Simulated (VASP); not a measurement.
Al16CN15 (a cell with a defect), 32 atoms in the cell. The cell holds a defect, 32 atoms: a = 6.260 Å, b = 6.260 Å, c = 10.035 Å, α = 90.00°, β = 90.00°, γ = 120.00°. 

| Property | Result |
| --- | --- |
| Program | VASP 6.6.1 |
| Task | single point |
| Functional | PBE |
| Potentials or basis | VASP PAW PBE potentials, release 64 (Al, N, C) |
| Cutoff | 520 eV |
| k mesh | 2 × 2 × 2, shifted |
| Occupations | fermi-dirac, width 0.01 eV |
| Spin | no spin polarisation |
| Dipole correction | no |
| Charge | 1 |
| Further INCAR settings | LREAL = Auto; ALGO = Normal; EDIFF = 1e-06; NBANDS = 86; NELECT = 126.0 |

Potentials or basis: VASP PAW PBE potentials, release 64 (Al, N, C).

The run is started by

```console
$ cat potpaw_PBE.64/Al/POTCAR potpaw_PBE.64/N/POTCAR potpaw_PBE.64/C/POTCAR > POTCAR
$ mpirun -np 1 vasp_std > vasp.out
```

Hardware: 1 thread of Intel Xeon 8259CL, with other jobs on the host.

Q: How long does it take, and how much memory?

A: Wall time 24 min on 1 thread of Intel Xeon 8259CL, with other jobs on the host, peak memory 0.56 GiB. Counts: scf iterations 18, k points 12.
